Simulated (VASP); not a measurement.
The system is BaTe.

```xyz
2
Lattice="0.0000 3.5324 3.5324 3.5324 0.0000 3.5324 3.5324 3.5324 0.0000" Properties=species:S:1:pos:R:3 pbc="T T T"
Ba    0.0000    0.0000    0.0000
Te    3.5324    3.5324    3.5324
```

Base run:

| Quantity | Value |
| --- | --- |
| Program | VASP 6.6.1 |
| Functional | PBE |
| Potentials or basis | VASP PAW PBE potentials, release 64 (Ba_sv, Te) |
| Cutoff | 520 eV |
| k mesh | 4 × 4 × 4 |
| Occupations | gaussian, width 0.01 eV |
| Spin | no spin polarisation |

Its results: band gap on the k mesh 1.57 eV (least direct gap 1.95 eV); pressure 0.4 GPa.

Question: After a change of settings the same cell gave: band gap on the k mesh 1.44 eV (least direct gap 1.83 eV); pressure -2.1 GPa. Which change was it?
A. functional from PBE to r2SCAN
B. functional from PBE to HSE06; further incar settings from ALGO = Normal; EDIFF = 1e-06; NBANDS = 15 to ALGO = Normal; EDIFF = 1e-07; NBANDS = 15
C. functional from PBE to LDA; potentials or basis from VASP PAW PBE potentials, release 64 (Ba_sv, Te) to VASP PAW LDA potentials, release 64 (Ba_sv, Te)

Answer: C.

Caveats: spin-orbit coupling is left out, which moves the levels of the heavy elements.
